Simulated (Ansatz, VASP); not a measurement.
## Sc: VASP beside Ansatz

```
Sc
1.0
     1.62927    0.94066    5.36936
    -1.62927    0.94066    5.36936
     0.00000   -1.88132    5.36936
Sc
2
Direct
  0.24999 0.24999 0.24999
  0.75001 0.75001 0.75001
```

Alike in both runs: functional PBE; k mesh 6 × 6 × 6; occupations gaussian, width 0.1 eV; no spin polarisation.

Ansatz relaxed the structure, and its values are those at the end. VASP's run is a single point on that final structure, the one shown.

|  | VASP | Ansatz |
| --- | --- | --- |
| version | VASP 6.6.1 | Ansatz 0.2.0 |
| potentials or method | VASP PAW PBE potentials, release 64 (Sc_sv), cutoff 520 eV | scalar-relativistic, plane waves, PAW |
| valence electrons in the cell | 22 | 22 |

```tsv
	VASP	Ansatz	Ansatz less VASP
gap on the k mesh at the Fermi level (eV)	none	none	-
pressure (GPa)	0.0	0.0	-0.01
```

A gap of «none» marks a metal or a gap that the smearing closes.

The k mesh is coarse, so the values compare programs but aren't converged.
